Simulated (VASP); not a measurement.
# CaF2 (Fluorite) (Fm-3m) in VASP: single point with PBE

Aim: the single point of CaF2 (Fluorite) with PBE.

Program: VASP 6.6.1. These are calculated values, not measurements. Logs are shortened: lines on timing, memory, paths and dates and some standing lists are left out, and cuts for length are marked.

### Step 1. The cell of the first run

Symmetry: Fm-3m, No. 225, cubic system. Conventional cell: a = 5.462 Å, b = 5.462 Å, c = 5.462 Å, α = 90.00°, β = 90.00°, γ = 90.00°. Ca (site symmetry m-3m) has 8 F at 2.37 Å within 3.1 Å. F (site symmetry -43m) has 4 Ca at 2.37 Å and 6 F at 2.73 Å within 3.1 Å.

### Step 2. Single point, PBE

File INCAR:

```
ALGO = Normal ; EDIFF = 1E-6
ENCUT = 600 ; GGA = PE
GGA_COMPAT = F ; ISIF = 2
ISMEAR = -1 ; LASPH = T
LCHARG = F ; LREAL = F
LWAVE = F ; NBANDS = 19
NELM = 120 ; PREC = Accurate
SIGMA = 0.1
```

File KPOINTS:

```
k-points
0
Gamma
  5 5 5
```

File POSCAR:

```
CaF2
1.0
    0.0000000000      2.7310000000      2.7310000000
    2.7310000000      0.0000000000      2.7310000000
    2.7310000000      2.7310000000      0.0000000000
Ca F
1 2
Direct
    0.0000000000      0.0000000000      0.0000000000
    0.2500000000      0.2500000000      0.2500000000
    0.7500000000      0.7500000000      0.7500000000
```

Potentials or basis: VASP PAW PBE potentials, release 64 (Ca_sv, F).

Started as:

```
$ cat potpaw_PBE.64/Ca_sv/POTCAR potpaw_PBE.64/F/POTCAR > POTCAR
$ mpirun -np 1 vasp_std > vasp.out
```

OUTCAR:

```text
EDIFF = 1E-6
   ENCUT = 600
   GGA = PE
   ISIF = 2
   ISMEAR = -1
   LASPH = T
   LREAL = F
   NELM = 120
   PREC = Accurate

 ion  position               nearest neighbor table
   1  0.000  0.000  0.000-   3 2.37   3 2.37   3 2.37   2 2.37   3 2.37   2 2.37   2 2.37   2 2.37

   2  0.250  0.250  0.250-   1 2.37   1 2.37   1 2.37   1 2.37
   3  0.750  0.750  0.750-   1 2.37   1 2.37   1 2.37   1 2.37

  LATTYP: Found a face centered cubic cell.
 ALAT       =     5.4620000000

  Lattice vectors:

 A1 = (   0.0000000000,   2.7310000000,   2.7310000000)
 A2 = (   2.7310000000,   0.0000000000,   2.7310000000)
 A3 = (   2.7310000000,   2.7310000000,   0.0000000000)

Analysis of symmetry for initial positions (statically):
=====================================================================
 Subroutine PRICEL returns:
 Original cell was already a primitive cell.

 Routine SETGRP: Setting up the symmetry group for a
 face centered cubic supercell.

 Subroutine GETGRP returns: Found 48 space group operations
 (whereof 48 operations were pure point group operations)
 out of a pool of 48 trial point group operations.

The static configuration has the point symmetry O_h .

Analysis of symmetry for dynamics (positions and initial velocities):
=====================================================================
 Subroutine PRICEL returns:
 Original cell was already a primitive cell.

 Routine SETGRP: Setting up the symmetry group for a
 face centered cubic supercell.

 Subroutine GETGRP returns: Found 48 space group operations
 (whereof 48 operations were pure point group operations)
 out of a pool of 48 trial point group operations.

The dynamic configuration has the point symmetry O_h .

 Subroutine INISYM returns: Found 48 space group operations
 (whereof 48 operations are pure point group operations),
 and found     1 'primitive' translations

----------------------------------------------------------------------------------------

                                     Primitive cell

  volume of cell :      40.7376

  direct lattice vectors                    reciprocal lattice vectors
     0.000000000  2.731000000  2.731000000    -0.183083120  0.183083120  0.183083120
     2.731000000  0.000000000  2.731000000     0.183083120 -0.183083120  0.183083120
     2.731000000  2.731000000  0.000000000     0.183083120  0.183083120 -0.183083120

  length of vectors
     3.862217239  3.862217239  3.862217239     0.317109265  0.317109265  0.317109265

  position of ions in fractional coordinates (direct lattice)
     0.000000000  0.000000000  0.000000000
     0.250000000  0.250000000  0.250000000
     0.750000000  0.750000000  0.750000000

  ion indices of the primitive-cell ions
   primitive index   ion index
                 1           1
                 2           2
                 3           3

----------------------------------------------------------------------------------------

 KPOINTS: k-points

Automatic generation of k-mesh.
 Grid dimensions read from file:
 generate k-points for:    5    5    5

 Generating k-lattice:

  Cartesian coordinates                     Fractional coordinates (reciprocal lattice)
    -0.036616624  0.036616624  0.036616624     0.200000000  0.000000000  0.000000000
     0.036616624 -0.036616624  0.036616624     0.000000000  0.200000000  0.000000000
     0.036616624  0.036616624 -0.036616624     0.000000000  0.000000000  0.200000000

  Length of vectors
     0.063421853  0.063421853  0.063421853

  Shift w.r.t. Gamma in fractional coordinates (k-lattice)
     0.000000000  0.000000000  0.000000000

 Subroutine IBZKPT returns following result:
 ===========================================

 Found     10 irreducible k-points:

 Following reciprocal coordinates:
            Coordinates               Weight
  0.000000  0.000000  0.000000      1.000000
  0.200000  0.000000  0.000000      8.000000
  0.400000  0.000000  0.000000      8.000000
  0.200000  0.200000  0.000000      6.000000
  0.400000  0.200000  0.000000     24.000000
 -0.400000  0.200000  0.000000     24.000000
 -0.200000  0.200000  0.000000     12.000000
  0.400000  0.400000  0.000000      6.000000
 -0.400000  0.400000  0.000000     12.000000
 -0.400000  0.400000  0.200000     24.000000
   k-points           NKPTS =     10   k-points in BZ     NKDIM =     10   number of bands    NBANDS=     19
   number of dos      NEDOS =    301   number of ions     NIONS =      3
   total plane-waves  NPLWV =  32768
   dimension x,y,z NGX =    32 NGY =   32 NGZ =   32
   dimension x,y,z NGXF=    64 NGYF=   64 NGZF=   64
   ions per type =               1   2
   NGX,Y,Z   is equivalent  to a cutoff of  13.77, 13.77, 13.77 a.u.
   NGXF,Y,Z  is equivalent  to a cutoff of  27.55, 27.55, 27.55 a.u.
 SYSTEM =  unknown system
   PREC   = accura    normal or accurate (medium, high low for compatibility)
   ISTART =      0    job   : 0-new  1-cont  2-samecut
   ICHARG =      2    charge: 1-file 2-atom 10-const
   ISPIN  =      1    spin polarized calculation?
   LNONCOLLINEAR =      F non collinear calculations
   LSORBIT =      F    spin-orbit coupling
   LASPH  =      T    aspherical Exc in radial PAW
   ENCUT  =  600.0 eV  44.10 Ry    6.64 a.u.   7.71  7.71  7.71*2*pi/ulx,y,z
   NELM   =    120;   NELMIN=  2; NELMDL= -5     # of ELM steps
   EDIFF  = 0.1E-05   stopping-criterion for ELM
   LREAL  =      F    real-space projection
   EDIFFG = 0.1E-04   stopping-criterion for IOM
   NSW    =      0    number of steps for IOM
   IBRION =     -1    ionic relax: 0-MD 1-quasi-New 2-CG
   NFREE  =      0    steps in history (QN), initial steepest desc. (CG)
   ISIF   =      2    stress and relaxation
   ISYM   =      2    0-nonsym 1-usesym 2-fastsym
   POTIM  = 0.5000    time-step for ionic-motion
   TEBEG  =    0.0;   TEEND  =   0.0 temperature during run
   PSTRESS=    0.0 pullay stress
   NELECT =      24.0000    total number of electrons
   NUPDOWN=      -1.0000    fix difference up-down
   EMIN   =  10.00;   EMAX   =-10.00  energy-range for DOS
   EFERMI =   0.00;   METHOD = LEGACY
   ISMEAR =    -1;   SIGMA  =   0.10  broadening in eV -4-tet -1-fermi 0-gaus
   EFERMI_NEDOS =   21; number of points for ismear=-14 and -15
   IALGO  =     38    algorithm
   IMIX   =      4    mixing-type and parameters
     AMIX     =   0.40;   BMIX     =  1.00
     AMIX_MAG =   1.60;   BMIX_MAG =  1.00
  volume/ion in A,a.u.               =      13.58        91.64
  Fermi-wavevector in a.u.,A,eV,Ry     =   1.372398  2.593457 25.626266  1.883477
  Thomas-Fermi vector in A             =   2.498009
   LORBIT       =      0    0 simple, 1 ext, 2 COOP (PROOUT), +10 PAW based schemes
   GGA     = PE    functional components
   LHFCALC =     F    Hartree Fock is set to
   AEXX    =    0.0000 exact exchange contribution
   IVDW    =     0    specifies the selected vdW correction
   LEPSILON=     F    determine dielectric tensor
   LRPA    =     F    only Hartree local field effects (RPA)
 non-spin polarized calculation
  energy-cutoff  :      600.00
  volume of cell :       40.74
 maximum number of plane-waves:      1369
   NGX = 15   NGY = 15   NGZ = 15

 number of electron      23.9999989 magnetization

 Free energy of the ion-electron system (eV)
  ---------------------------------------------------
  ext. energy  EPLUGINS =         0.00000000
  ---------------------------------------------------
  free energy    TOTEN  =       -17.33331269 eV

  energy without entropy =      -17.33331269  energy(sigma->0) =      -17.33331269

 E-fermi :   1.3398     XC(G=0):  -9.6314

 val. band max:       -1.0340787499   @ k =  -0.4000   0.4000   0.0000
 cond. band min:       6.3083496742   @ k =   0.0000   0.0000   0.0000
 fundamental gap:      7.3424284241
 Fermi energy:         1.3398034565

 k-point     1 :       0.0000    0.0000    0.0000
  band No.  band energies     occupation
      1     -36.9954      2.00000
      2     -20.9068      2.00000
      3     -20.1352      2.00000
      4     -17.9347      2.00000
      5     -17.9347      2.00000
      6     -17.9347      2.00000
[... 11 lines left out ...]
     18      10.2559      0.00000
     19      15.9781      0.00000

 k-point     2 :       0.2000    0.0000    0.0000
  band No.  band energies     occupation
      1     -36.9839      2.00000
      2     -20.9884      2.00000
      3     -20.2409      2.00000
      4     -17.9492      2.00000
      5     -17.9492      2.00000
      6     -17.7704      2.00000
[... 11 lines left out ...]
     18      10.1619      0.00000
     19      14.4920      0.00000

 k-point     3 :       0.4000    0.0000    0.0000
  band No.  band energies     occupation
      1     -36.9652      2.00000
      2     -21.0352      2.00000
      3     -20.5011      2.00000
      4     -17.9724      2.00000
      5     -17.9724      2.00000
      6     -17.4905      2.00000
[... 11 lines left out ...]
     18      10.0105      0.00000
     19      12.9075      0.00000

 k-point     4 :       0.2000    0.2000    0.0000
  band No.  band energies     occupation
      1     -36.9800      2.00000
      2     -21.0337      2.00000
      3     -20.2426      2.00000
      4     -17.9708      2.00000
      5     -17.9708      2.00000
      6     -17.6964      2.00000
[... 11 lines left out ...]
     18      10.1095      0.00000
     19      15.4246      0.00000

 k-point     5 :       0.4000    0.2000    0.0000
  band No.  band energies     occupation
      1     -36.9637      2.00000
      2     -21.0786      2.00000
      3     -20.4688      2.00000
      4     -17.9962      2.00000
      5     -17.9093      2.00000
      6     -17.5236      2.00000
[... 11 lines left out ...]
     18      10.4490      0.00000
     19      13.9905      0.00000

 k-point     6 :      -0.4000    0.2000    0.0000
  band No.  band energies     occupation
      1     -36.9575      2.00000
      2     -20.9621      2.00000
      3     -20.7171      2.00000
      4     -17.9905      2.00000
      5     -17.8015      2.00000
      6     -17.5262      2.00000
[... 11 lines left out ...]
     18      11.3456      0.00000
     19      13.2051      0.00000

 k-point     7 :      -0.2000    0.2000    0.0000
  band No.  band energies     occupation
      1     -36.9700      2.00000
      2     -21.0266      2.00000
      3     -20.4407      2.00000
      4     -17.9615      2.00000
      5     -17.8667      2.00000
      6     -17.6583      2.00000
[... 11 lines left out ...]
     18      10.3450      0.00000
     19      14.1742      0.00000

 k-point     8 :       0.4000    0.4000    0.0000
  band No.  band energies     occupation
      1     -36.9552      2.00000
      2     -21.2088      2.00000
      3     -20.4096      2.00000
      4     -18.0288      2.00000
      5     -18.0288      2.00000
      6     -17.3295      2.00000
[... 11 lines left out ...]
     18      10.8766      0.00000
     19      15.4889      0.00000

 k-point     9 :      -0.4000    0.4000    0.0000
  band No.  band energies     occupation
      1     -36.9513      2.00000
      2     -21.1153      2.00000
      3     -20.6157      2.00000
      4     -18.0253      2.00000
      5     -17.8817      2.00000
      6     -17.3789      2.00000
[... 11 lines left out ...]
     18      13.2784      0.00000
     19      13.4371      0.00000

 k-point    10 :      -0.4000    0.4000    0.2000
  band No.  band energies     occupation
      1     -36.9537      2.00000
      2     -21.0076      2.00000
      3     -20.7199      2.00000
      4     -18.0253      2.00000
      5     -17.7386      2.00000
      6     -17.5180      2.00000
[... 11 lines left out ...]
     18      12.1223      0.00000
     19      14.2961      0.00000

------------------------ aborting loop because EDIFF is reached ----------------------------------------

  FORCE on cell =-STRESS in cart. coord.  units (eV):
  Direction    XX          YY          ZZ          XY          YZ          ZX
  --------------------------------------------------------------------------------------
  -------------------------------------------------------------------------------------
  Total        0.6250380      0.6250380      0.6250380      0.0000000      0.0000000      0.0000000
  in kB       24.5822671     24.5822671     24.5822671      0.0000000      0.0000000      0.0000000
  external PRESSURE =      24.5822671 kB  Pullay stress =       0.0000000 kB

 VOLUME and BASIS-vectors are now :
 -----------------------------------------------------------------------------
  energy-cutoff  :      600.00
  volume of cell :       40.74
      direct lattice vectors                 reciprocal lattice vectors
     0.000000000  2.731000000  2.731000000    -0.183083120  0.183083120  0.183083120
     2.731000000  0.000000000  2.731000000     0.183083120 -0.183083120  0.183083120
     2.731000000  2.731000000  0.000000000     0.183083120  0.183083120 -0.183083120

 POSITION                                       TOTAL-FORCE (eV/Angst)
 -----------------------------------------------------------------------------------
      0.00000      0.00000      0.00000        -0.000000      0.000000     -0.000000
      1.36550      1.36550      1.36550        -0.000000     -0.000000     -0.000000
      4.09650      4.09650      4.09650         0.000000      0.000000      0.000000
 -----------------------------------------------------------------------------------
    total drift:                                0.000000     -0.000000      0.000000

  FREE ENERGIE OF THE ION-ELECTRON SYSTEM (eV)
  ---------------------------------------------------
  free  energy   TOTEN  =       -17.3333126918 eV

  energy  without entropy=      -17.3333126918  energy(sigma->0) =      -17.33331269
```

It took 13 s on 1 thread of Intel Xeon Platinum 8488C (Sapphire Rapids), shared host; peak memory 0.17 GiB.

Results:

* Free energy: -17.3333 eV
* Pressure: 2.5 GPa
* Band gap on the k mesh: 7.34 eV, indirect (least direct gap 7.54 eV)

Levels at points of the mesh, in eV from the valence-band top:
| k point | band 8 | band 9 | band 10 | band 11 | band 12 | band 13 | band 14 | band 15 | band 16 | band 17 |
| --- | --- | --- | --- | --- | --- | --- | --- | --- | --- | --- |
| (0.00, 0.00, 0.00) | -2.05 | -2.05 | -0.19 | -0.19 | -0.19 | 7.34 | 9.23 | 9.23 | 11.29 | 11.29 |

A k mesh can miss the band edges. PBE gaps usually lie below the measured ones, often by a third to a half.
